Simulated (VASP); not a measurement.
A run of VASP 6.6.1:

POSCAR

```
Zr2N
1.0
    5.1817198128      0.0000000000      0.0000000000
    0.0000000000      5.1817198128      0.0000000000
    0.0000000000      0.0000000000      3.1741930239
Zr N
4 2
Direct
    0.2943668234      0.2943668234      0.0000000000
    0.7056331766      0.7056331766      0.0000000000
    0.7943668234      0.2056331766      0.5000000000
    0.2056331766      0.7943668234      0.5000000000
    0.0000000000      0.0000000000      0.0000000000
    0.5000000000      0.5000000000      0.5000000000
```

File INCAR.step1:

```
PREC     = Accurate       # precision mode
ENCUT    = 520            # plane-wave cutoff, eV
ISMEAR   = 0              # smearing method
SIGMA    = 0.1            # smearing width, eV
LREAL    = False          # projectors in reciprocal space
LASPH    = True           # aspherical terms in the spheres
NELM     = 80             # most SCF steps
NBANDS   = 38             # bands
GGA      = PE             # functional
ALGO     = Normal         # electronic algorithm
EDIFF    = 1E-4           # SCF threshold, eV
LWAVE    = True           # write WAVECAR
LCHARG   = False          # write CHGCAR
```

File INCAR.step2:

```
PREC     = Accurate       # precision mode
ENCUT    = 520            # plane-wave cutoff, eV
EDIFF    = 1E-7           # SCF threshold, eV
ISMEAR   = 0              # smearing method
SIGMA    = 0.1            # smearing width, eV
LREAL    = False          # projectors in reciprocal space
LASPH    = True           # aspherical terms in the spheres
NELM     = 80             # most SCF steps
ALGO     = Normal         # electronic algorithm
ISIF     = 2              # what is computed and relaxed
LWAVE    = False          # write WAVECAR
LCHARG   = False          # write CHGCAR
METAGGA  = R2SCAN         # meta-GGA
LMIXTAU  = True         
NBANDS   = 38             # bands
ISTART   = 1
```

KPOINTS

```
regular mesh
0
Gamma
  8 8 10
```

Potentials or basis: VASP PAW PBE potentials, release 64 (Zr_sv, N).

The run is started by

```sh
$ cat potpaw_PBE.64/Zr_sv/POTCAR potpaw_PBE.64/N/POTCAR > POTCAR
$ cp INCAR.step1 INCAR
$ mpirun -np 1 vasp_std > vasp.out
$ cp INCAR.step2 INCAR
$ mpirun -np 1 vasp_std > vasp.out
```

Hardware: 1 thread of Oxide Virtual Turin-like Processor (shared host).

Question: How long does it take, and how much memory?

Answer: Wall time 19 min on 1 thread of Oxide Virtual Turin-like Processor, on a shared host, peak memory 0.32 GiB. Counts: k points 90.
